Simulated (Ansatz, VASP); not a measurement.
**One calculation of BeS, two programs**

INCAR

```
  PREC = Accurate
  ENCUT = 520
  EDIFF = 1E-6
  ISMEAR = 0
  SIGMA = 0.05
  LREAL = False
  LASPH = True
  NELM = 100
  ALGO = Normal
  ISIF = 2
  LWAVE = False
  LCHARG = True
  GGA = PS
  LELF = True
  LVHAR = True
  NBANDS = 11
```

KPOINTS

```
Automatic mesh
0
Gamma
  10 10 10
```

The input POSCAR:

```
BeS
1.0
    0.0000000000      2.3681776622      2.2934124174
    2.2934124174      0.0000000000      2.2934124174
    2.2934124174      2.3681776622      0.0000000000
Be S
1 1
Direct
    0.0000000000      0.0000000000      0.0000000000
    0.7500000000      0.7500000000      0.7500000000
```

Input for Ansatz:

```yaml
crystal:
  lattice:
    - [0.0, 2.3681776622, 2.2934124174]
    - [2.2934124174, 0.0, 2.2934124174]
    - [2.2934124174, 2.3681776622, 0.0]
  atoms:
    - { symbol: Be, position: [0.0, 0.0, 0.0] }
    - { symbol: S, position: [0.75, 0.75, 0.75] }
basis:
  ecutwfc: 520.0
kpoints:
  mp_grid: { grid: [10, 10, 10] }
hamiltonian:
  xc: pbesol
scf:
  occupations: { method: gaussian, width: 0.05 }
output:
  forces: true
  stress: true
  eigenvalues: true
```

Alike in both runs: task single point; functional PBEsol; k mesh 10 × 10 × 10; occupations gaussian, width 0.05 eV; no spin polarisation.

|  | VASP | Ansatz |
| --- | --- | --- |
| version | VASP 6.6.1 | Ansatz 0.2.0 |
| potentials or method | VASP PAW PBE potentials, release 64 (Be, S), cutoff 520 eV | scalar-relativistic, plane waves, PAW |
| valence electrons in the cell | 8 | 8 |

```csv
,VASP,Ansatz,Ansatz less VASP
gap on the k mesh at the Fermi level (eV),2.42,2.41,-0.004
least direct gap on the mesh (eV),5.43,5.40,-0.032
pressure (GPa),16.0,15.8,-0.19
"traceless stress, the component that is largest in VASP (GPa)",-2.30,-2.31,-0.014
```

VASP's potentials were made for PBE, not for PBEsol.
